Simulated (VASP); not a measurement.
TmTaSe4:

```
CELL_PARAMETERS angstrom
4.56874 0.00000 0.00000
0.00000 4.56874 0.00000
0.00000 0.00000 6.46763
ATOMIC_POSITIONS crystal
Tm 0.00000 0.00000 0.00000
Ta 0.50000 0.50000 0.50000
Se 0.50000 0.00000 0.74647
Se 0.00000 0.50000 0.25353
Se 0.50000 0.00000 0.25353
Se 0.00000 0.50000 0.74647
```

The cell was built from a structure type or drawn by symmetry, and may not be a known phase.

- Program: VASP 6.6.1
- Task: relaxation of cell and atoms
- Functional: PBE
- Potentials or basis: VASP PAW PBE potentials, release 64 (Tm_3, Ta_pv, Se), 4f in core
- Cutoff: 500 eV
- k mesh: 4 × 4 × 4
- Occupations: gaussian, width 0.1 eV
- Spin: no spin polarisation

At the start: pressure 4.8 GPa; volume 22.50 Å³/atom.

Problem. How do energy, volume and symmetry change on relaxing?

Solution. Over 6 steps the energy falls by 43.4 meV/atom and the volume is 23.75 Å³/atom (+5.5 %); space group P4/mmm (No. 123, to 0.1 Å) before and after.

Step by step:
```
step  energy change (eV)  largest force (eV/Å)  pressure (GPa)  volume (Å³)
   1              0.0000                0.9614            4.81       135.00
   2             -0.1499                0.4004           -3.49       148.64
   3             -0.1894                0.5579           -1.20       144.12
   4             -0.2466                0.2044           -0.33       142.74
   5             -0.2552                0.0019            0.22       141.99
   6             -0.2605                0.0002           -0.04       142.47
```

Final structure:
```
Tm Ta Se
1.0
     4.63490    0.00000    0.00000
     0.00000    4.63490    0.00000
     0.00000    0.00000    6.63203
Tm Ta Se
1 1 4
Direct
  0.00000 0.00000 0.00000
  0.50000 0.50000 0.50000
  0.50000 0.00000 0.73327
  0.00000 0.50000 0.26673
  0.50000 0.00000 0.26673
  0.00000 0.50000 0.73327
```

Caveat: the run has no spin polarisation, though such a crystal can be magnetic.
